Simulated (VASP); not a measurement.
## Fe: single point with PBE

Crystal: Fe.

```
CELL_PARAMETERS angstrom
0.00000 1.82600 1.82600
1.82600 0.00000 1.82600
3.65200 3.65200 0.00000
ATOMIC_POSITIONS crystal
Fe 0.00000 0.00000 0.00000
Fe 0.00000 0.00000 0.50000
```

This isn't the form of Fe at room conditions, which is bcc.

```json
{
  "Program": "VASP 6.6.1",
  "Task": "single point",
  "Functional": "PBE",
  "Potentials or basis": "VASP PAW PBE potentials, release 64 (Fe)",
  "Cutoff": "520 eV",
  "k mesh": "12 × 12 × 6",
  "Occupations": "fermi-dirac, width 0.1 eV",
  "Spin": "collinear spin, ferromagnetic start",
  "Starting moments": "[4.0, 4.0] μB"
}
```

```json
{
 "Pressure": "-2.5 GPa",
 "Net moment": "5.15 μB per cell",
 "Site moments": "Fe +2.57 μB",
 "Valence electrons inside the program's atomic spheres": "Fe 7.13"
}
```

Levels at points of the mesh, in eV from the Fermi level:
Spin up:
```csv
k point,band 7,band 8,band 9,band 10,band 11,band 12,band 13,band 14,band 15,band 16
"(0.00, 0.00, 0.00)",-2.42,-1.47,-1.47,-0.56,-0.56,-0.15,5.88,20.30,21.66,23.25
"(0.50, 0.00, 0.00)",-0.56,-0.56,-0.28,-0.28,-0.15,2.43,5.88,9.08,13.91,13.91
"(0.00, 0.00, 0.50)",-2.27,-2.27,-1.30,-1.30,-1.30,-1.30,13.79,13.79,21.84,21.84
"(0.50, 0.00, 0.50)",-1.68,-1.68,-0.49,-0.49,2.37,2.37,8.29,8.29,13.88,13.88
```
Spin down:
| k point | band 2 | band 3 | band 4 | band 5 | band 6 | band 7 | band 8 | band 9 |
| --- | --- | --- | --- | --- | --- | --- | --- | --- |
| (0.00, 0.00, 0.00) | -3.41 | -0.08 | -0.08 | -0.08 | -0.05 | -0.05 | -0.02 | 1.50 |
| (0.50, 0.00, 0.00) | -3.13 | -2.39 | -0.05 | -0.05 | -0.02 | 2.27 | 2.27 | 2.39 |
| (0.00, 0.00, 0.50) | -5.93 | -0.73 | -0.73 | 0.21 | 0.21 | 0.21 | 0.21 | 1.54 |
| (0.50, 0.00, 0.50) | -2.61 | -1.74 | -1.74 | -0.39 | -0.39 | 1.02 | 1.02 | 2.33 |

It took 2.4 min on 1 thread of Intel Xeon 8259CL, with other jobs on the host, peak memory 0.2 GiB.
